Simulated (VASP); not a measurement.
Here is a VASP 6.6.1 calculation.

INCAR

```
SYSTEM = Ti3C
ALGO     = Normal         ! electronic algorithm
DIPOL    = 0.5 0.5 0.361
EDIFF    = 1E-7           ! SCF threshold, eV
ENCUT    = 520            ! plane-wave cutoff, eV
GGA      = PE             ! functional
IDIPOL   = 3            
ISIF     = 2              ! what is computed and relaxed
ISMEAR   = 0              ! smearing method
LASPH    = .True.         ! aspherical terms in the spheres
LCHARG   = .False.        ! write CHGCAR
LDIPOL   = .True.       
LREAL    = .False.        ! projectors in reciprocal space
LWAVE    = .False.        ! write WAVECAR
NBANDS   = 28             ! bands
NELM     = 60             ! most SCF steps
PREC     = Accurate       ! precision mode
SIGMA    = 0.1            ! smearing width, eV
```

File KPOINTS:

```
k-points
0
Gamma
  10 10 1
  0 0 0
```

POSCAR

```
Ti3C
1.0
    2.8192036111      0.0000000000      0.0000000000
   -0.9397345370      2.6579706546      0.0000000000
    0.0000000000      0.0000000000     19.8263803360
Ti C
3 1
Direct
    0.5000000000      0.5000000000      0.2017514005
    0.0000000000      0.0000000000      0.3111715305
    0.5000000000      0.5000000000      0.4199647235
    0.6666666667      0.6666666667      0.5118468004
```

Potentials or basis: VASP PAW PBE potentials, release 64 (Ti_sv, C).

The run is started by

```bash
$ cat potpaw_PBE.64/Ti_sv/POTCAR potpaw_PBE.64/C/POTCAR > POTCAR
$ mpirun -np 1 vasp_std > vasp.out
```

What does it give for the band gap on the k mesh?

Zero (band 20 reaches 0.17 eV, above the bottom of band 21 at -0.50 eV).

What does it give for the largest force?

1.498 eV/Å.

Forces in eV/Å, atoms in the order of the input:
```
Ti  -0.058 -0.083 -0.003
Ti   0.280  0.395 -0.316
Ti  -0.851 -1.204  0.264
C    0.630  0.891  0.055
```
